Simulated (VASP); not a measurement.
# Sr (Pm-3m) in VASP: single point with PBE

Aim: the single point of Sr with PBE.

All numbers are computed with VASP 6.6.1; they aren't measurements. Logs are shortened: lines on timing, memory, paths and dates and some standing lists are left out, and cuts for length are marked.

**1. The cell of the first run**

Symmetry: Pm-3m, No. 221, cubic system. The conventional cell has a = 2.954 Å, b = 2.954 Å, c = 2.954 Å, α = 90.00°, β = 90.00°, γ = 90.00°. Sr (site symmetry m-3m) has 6 Sr at 2.95 Å within 3.9 Å.

**2. Single point, PBE**

Input file INCAR:

```
SYSTEM = Sr
  PREC = Accurate
  ENCUT = 500
  EDIFF = 1E-6
  ISMEAR = -1
  SIGMA = 0.08
  LREAL = .FALSE.
  LASPH = .TRUE.
  NELM = 120
  ALGO = Normal
  ISIF = 2
  LWAVE = .FALSE.
  LCHARG = .FALSE.
  GGA = PE
  NBANDS = 11
  GGA_COMPAT = .FALSE.
```

Input file KPOINTS:

```
regular mesh
0
G
  13 13 13
  0 0 0
```

Input file POSCAR:

```
Sr
1.0
    2.9535069515      0.0000000000      0.0000000000
    0.0000000000      2.9535069515      0.0000000000
    0.0000000000      0.0000000000      2.9535069515
Sr
1
Direct
    0.0000000000      0.0000000000      0.0000000000
```

Potentials or basis: VASP PAW PBE potentials, release 64 (Sr_sv).

The run is started by

```console
cat potpaw_PBE.64/Sr_sv/POTCAR > POTCAR
mpirun -np 1 vasp_std > vasp.out
```

OUTCAR:

```text
SYSTEM = Sr
   PREC = Accurate
   ENCUT = 500
   EDIFF = 1E-6
   ISMEAR = -1
   LREAL = .FALSE.
   LASPH = .TRUE.
   NELM = 120
   ISIF = 2
   GGA = PE

 ion  position               nearest neighbor table
   1  0.000  0.000  0.000-

  LATTYP: Found a simple cubic cell.
 ALAT       =     2.9535069515

  Lattice vectors:

 A1 = (   2.9535069515,   0.0000000000,   0.0000000000)
 A2 = (   0.0000000000,   2.9535069515,   0.0000000000)
 A3 = (   0.0000000000,   0.0000000000,   2.9535069515)

Analysis of symmetry for initial positions (statically):
=====================================================================
 Subroutine PRICEL returns:
 Original cell was already a primitive cell.

 Routine SETGRP: Setting up the symmetry group for a
 simple cubic supercell.

 Subroutine GETGRP returns: Found 48 space group operations
 (whereof 48 operations were pure point group operations)
 out of a pool of 48 trial point group operations.

The static configuration has the point symmetry O_h .

Analysis of symmetry for dynamics (positions and initial velocities):
=====================================================================
 Subroutine PRICEL returns:
 Original cell was already a primitive cell.

 Routine SETGRP: Setting up the symmetry group for a
 simple cubic supercell.

 Subroutine GETGRP returns: Found 48 space group operations
 (whereof 48 operations were pure point group operations)
 out of a pool of 48 trial point group operations.

The dynamic configuration has the point symmetry O_h .

 Subroutine INISYM returns: Found 48 space group operations
 (whereof 48 operations are pure point group operations),
 and found     1 'primitive' translations

----------------------------------------------------------------------------------------

                                     Primitive cell

  volume of cell :      25.7640

  direct lattice vectors                    reciprocal lattice vectors
     2.953506952  0.000000000  0.000000000     0.338580547  0.000000000  0.000000000
     0.000000000  2.953506952  0.000000000     0.000000000  0.338580547  0.000000000
     0.000000000  0.000000000  2.953506952     0.000000000  0.000000000  0.338580547

  length of vectors
     2.953506952  2.953506952  2.953506952     0.338580547  0.338580547  0.338580547

  position of ions in fractional coordinates (direct lattice)
     0.000000000  0.000000000  0.000000000

  ion indices of the primitive-cell ions
   primitive index   ion index
                 1           1

----------------------------------------------------------------------------------------

 KPOINTS: regular mesh

Automatic generation of k-mesh.
 Grid dimensions read from file:
 generate k-points for:   13   13   13

 Generating k-lattice:

  Cartesian coordinates                     Fractional coordinates (reciprocal lattice)
     0.026044657  0.000000000  0.000000000     0.076923077  0.000000000  0.000000000
     0.000000000  0.026044657  0.000000000     0.000000000  0.076923077  0.000000000
     0.000000000  0.000000000  0.026044657     0.000000000  0.000000000  0.076923077

  Length of vectors
     0.026044657  0.026044657  0.026044657

  Shift w.r.t. Gamma in fractional coordinates (k-lattice)
     0.000000000  0.000000000  0.000000000

 Subroutine IBZKPT returns following result:
 ===========================================

 Found     84 irreducible k-points:

 Following reciprocal coordinates:
            Coordinates               Weight
  0.000000  0.000000  0.000000      1.000000
  0.076923  0.000000  0.000000      6.000000
  0.153846  0.000000  0.000000      6.000000
  0.230769  0.000000  0.000000      6.000000
  0.307692  0.000000  0.000000      6.000000
  0.384615  0.000000  0.000000      6.000000
[... 16 lines left out ...]
  0.307692  0.307692  0.000000     12.000000
  0.384615  0.307692  0.000000     24.000000
 [... further k-points ...]
   k-points           NKPTS =     84   k-points in BZ     NKDIM =     84   number of bands    NBANDS=     11
   number of dos      NEDOS =    301   number of ions     NIONS =      1
   total plane-waves  NPLWV =  13824
   dimension x,y,z NGX =    24 NGY =   24 NGZ =   24
   dimension x,y,z NGXF=    48 NGYF=   48 NGZF=   48
   ions per type =               1
   NGX,Y,Z   is equivalent  to a cutoff of  13.51, 13.51, 13.51 a.u.
   NGXF,Y,Z  is equivalent  to a cutoff of  27.02, 27.02, 27.02 a.u.
 SYSTEM =  Sr
   PREC   = accura    normal or accurate (medium, high low for compatibility)
   ISTART =      0    job   : 0-new  1-cont  2-samecut
   ICHARG =      2    charge: 1-file 2-atom 10-const
   ISPIN  =      1    spin polarized calculation?
   LNONCOLLINEAR =      F non collinear calculations
   LSORBIT =      F    spin-orbit coupling
   LASPH  =      T    aspherical Exc in radial PAW
   ENCUT  =  500.0 eV  36.75 Ry    6.06 a.u.   5.38  5.38  5.38*2*pi/ulx,y,z
   NELM   =    120;   NELMIN=  2; NELMDL= -5     # of ELM steps
   EDIFF  = 0.1E-05   stopping-criterion for ELM
   LREAL  =      F    real-space projection
   EDIFFG = 0.1E-04   stopping-criterion for IOM
   NSW    =      0    number of steps for IOM
   IBRION =     -1    ionic relax: 0-MD 1-quasi-New 2-CG
   NFREE  =      0    steps in history (QN), initial steepest desc. (CG)
   ISIF   =      2    stress and relaxation
   ISYM   =      2    0-nonsym 1-usesym 2-fastsym
   POTIM  = 0.5000    time-step for ionic-motion
   TEBEG  =    0.0;   TEEND  =   0.0 temperature during run
   PSTRESS=    0.0 pullay stress
   NELECT =      10.0000    total number of electrons
   NUPDOWN=      -1.0000    fix difference up-down
   EMIN   =  10.00;   EMAX   =-10.00  energy-range for DOS
   EFERMI =   0.00;   METHOD = LEGACY
   ISMEAR =    -1;   SIGMA  =   0.08  broadening in eV -4-tet -1-fermi 0-gaus
   EFERMI_NEDOS =   21; number of points for ismear=-14 and -15
   IALGO  =     38    algorithm
   IMIX   =      4    mixing-type and parameters
     AMIX     =   0.40;   BMIX     =  1.00
     AMIX_MAG =   1.60;   BMIX_MAG =  1.00
  volume/ion in A,a.u.               =      25.76       173.86
  Fermi-wavevector in a.u.,A,eV,Ry     =   1.194181  2.256675 19.402837  1.426068
  Thomas-Fermi vector in A             =   2.330177
   LORBIT       =      0    0 simple, 1 ext, 2 COOP (PROOUT), +10 PAW based schemes
   GGA     = PE    functional components
   LHFCALC =     F    Hartree Fock is set to
   AEXX    =    0.0000 exact exchange contribution
   IVDW    =     0    specifies the selected vdW correction
   LEPSILON=     F    determine dielectric tensor
   LRPA    =     F    only Hartree local field effects (RPA)
 non-spin polarized calculation
  energy-cutoff  :      500.00
  volume of cell :       25.76
 maximum number of plane-waves:       669
 NGX is ok and might be reduce to    24
   NGX = 11   NGY = 11   NGZ = 11

 number of electron      10.0000000 magnetization

 Free energy of the ion-electron system (eV)
  ---------------------------------------------------
  ext. energy  EPLUGINS =         0.00000000
  ---------------------------------------------------
  free energy    TOTEN  =        -0.00191152 eV

  energy without entropy =        0.00792547  energy(sigma->0) =        0.00300698

 E-fermi :   4.8590     XC(G=0): -10.0961

 val. band max:        4.8245693064   @ k =   0.0000   0.0000   0.0000
 cond. band min:       4.8672599468   @ k =   0.4615   0.0769   0.0769
 fundamental gap:      0.0426906403
 Fermi energy:         4.8590059962

 k-point     1 :       0.0000    0.0000    0.0000
  band No.  band energies     occupation
      1     -31.5509      2.00000
      2     -12.3137      2.00000
      3     -12.3137      2.00000
      4     -12.3137      2.00000
      5       1.1349      2.00000
      6       4.8246      1.21197
      7       4.8246      1.21197
      8      14.0421      0.00000
      9      14.0421      0.00000
     10      14.0421      0.00000
     11      18.4724      0.00000

 k-point     2 :       0.0769    0.0000    0.0000
  band No.  band energies     occupation
      1     -31.5320      2.00000
      2     -12.4817      2.00000
      3     -12.2998      2.00000
      4     -12.2998      2.00000
      5       1.3154      2.00000
      6       4.8812      0.86224
      7       5.0479      0.17236
      8      13.5381      0.00000
      9      13.5381      0.00000
     10      14.0708      0.00000
     11      17.7519      0.00000

 k-point     3 :       0.1538    0.0000    0.0000
  band No.  band energies     occupation
      1     -31.4791      2.00000
      2     -12.9228      2.00000
      3     -12.2608      2.00000
      4     -12.2608      2.00000
      5       1.7876      2.00000
      6       5.0440      0.18015
      7       5.6744      0.00007
      8      12.5000      0.00000
      9      12.5000      0.00000
     10      14.1517      0.00000
     11      16.4411      0.00000

 k-point     4 :       0.2308    0.0000    0.0000
  band No.  band energies     occupation
      1     -31.4032      2.00000
      2     -13.4952      2.00000
      3     -12.2052      2.00000
      4     -12.2052      2.00000
      5       2.4242      2.00000
      6       5.2903      0.00907
      7       6.5003      0.00000
      8      11.4310      0.00000
      9      11.4310      0.00000
     10      14.2692      0.00000
     11      15.4119      0.00000
[... 239 lines left out ...]
 k-point    22 :       0.4615    0.2308    0.0000
  band No.  band energies     occupation
      1     -31.0700      2.00000
      2     -14.5320      2.00000
      3     -13.1417      2.00000
      4     -11.9661      2.00000
      5       4.2269      1.99926
      6       5.7185      0.00004
      7       8.1897      0.00000
      8       9.9878      0.00000
      9      10.4544      0.00000
     10      12.3848      0.00000
     11      17.0204      0.00000

 k-point    23 :       0.3077    0.3077    0.0000
  band No.  band energies     occupation
      1     -31.0981      2.00000
      2     -13.8332      2.00000
      3     -13.7416      2.00000
      4     -11.9860      2.00000
      5       3.8330      1.99999
      6       5.7813      0.00002
      7       9.3124      0.00000
      8       9.7194      0.00000
      9      10.9336      0.00000
     10      11.4621      0.00000
     11      16.1806      0.00000

 k-point    24 :       0.3846    0.3077    0.0000
  band No.  band energies     occupation
      1     -31.0305      2.00000
      2     -14.2031      2.00000
      3     -13.7040      2.00000
      4     -11.9383      2.00000
      5       3.5638      2.00000
      6       5.9527      0.00000
      7       9.5959      0.00000
      8      10.4971      0.00000
      9      10.5341      0.00000
     10      11.4466      0.00000
     11      16.2140      0.00000

 [... further k-points ...]
[... 5 lines left out ...]
  --------------------------------------------------------------------------------------
  -------------------------------------------------------------------------------------
  Total        3.9384798      3.9384798      3.9384798      0.0000000      0.0000000     -0.0000000
  in kB      244.9205432    244.9205432    244.9205432      0.0000000      0.0000000     -0.0000000
  external PRESSURE =     244.9205432 kB  Pullay stress =       0.0000000 kB

 VOLUME and BASIS-vectors are now :
 -----------------------------------------------------------------------------
  energy-cutoff  :      500.00
  volume of cell :       25.76
      direct lattice vectors                 reciprocal lattice vectors
     2.953506952  0.000000000  0.000000000     0.338580547  0.000000000  0.000000000
     0.000000000  2.953506952  0.000000000     0.000000000  0.338580547  0.000000000
     0.000000000  0.000000000  2.953506952     0.000000000  0.000000000  0.338580547

 POSITION                                       TOTAL-FORCE (eV/Angst)
 -----------------------------------------------------------------------------------
      0.00000      0.00000      0.00000         0.000000      0.000000      0.000000
 -----------------------------------------------------------------------------------
    total drift:                                0.000000      0.000000      0.000000

  FREE ENERGIE OF THE ION-ELECTRON SYSTEM (eV)
  ---------------------------------------------------
  free  energy   TOTEN  =        -0.0019115166 eV

  energy  without entropy=        0.0079254742  energy(sigma->0) =        0.00300698
```

Wall time 8.5 s (1 thread of Intel Xeon Platinum 8488C (Sapphire Rapids), shared host); peak memory 0.15 GiB.

Results:

- Free energy: -0.0019 eV
- Pressure: 24.5 GPa
- Band gap on the k mesh: zero (band 5 reaches 5.01 eV, above the bottom of band 6 at 4.36 eV)
